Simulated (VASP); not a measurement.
Runs of VASP 6.6.1 on GaAs. The structure is that of space group P4/mmm (No. 123), or close to it. The cells are those of the table. 

```csv
level,spin,cell,k mesh,share of exact exchange,screening parameter,gap on the mesh (eV),pressure (GPa)
HSE06,off,"a = 3.810, b = 3.810, c = 2.739 Å, 2 atoms",4 × 4 × 5,0.25,0.2079 1/Å,none,-0.7
B3LYP,off,"a = 3.810, b = 3.810, c = 2.739 Å, 2 atoms",4 × 4 × 5,0.2,-,none,(a)
PBE-based screened hybrid with 25 % exact exchange,off,"a = 3.935, b = 3.935, c = 2.538 Å, 2 atoms",4 × 4 × 5,0.25,0.3 1/Å,none,0.0
PBE0,"non-collinear, zero start, SOC","a = 3.810, b = 3.810, c = 2.739 Å, 2 atoms",3 × 3 × 4,0.25,-,-,-4.4
```

Alike in all rows: task single point; potentials or basis VASP PAW PBE potentials, release 64 (Ga_d, As); cutoff (eV) 520; smearing fermi-dirac 0.05 eV.

Question: Estimate the missing entries.

Answer: (a) 4.2.

Caveats: all runs use coarse meshes; the PAW data sets were made with another functional, which shifts forces and pressure a little.

A k mesh can miss the band edges, and rows without SOC leave out spin-orbit coupling on As, Ga.

A gap of «none» marks levels without a gap at the run's occupations.
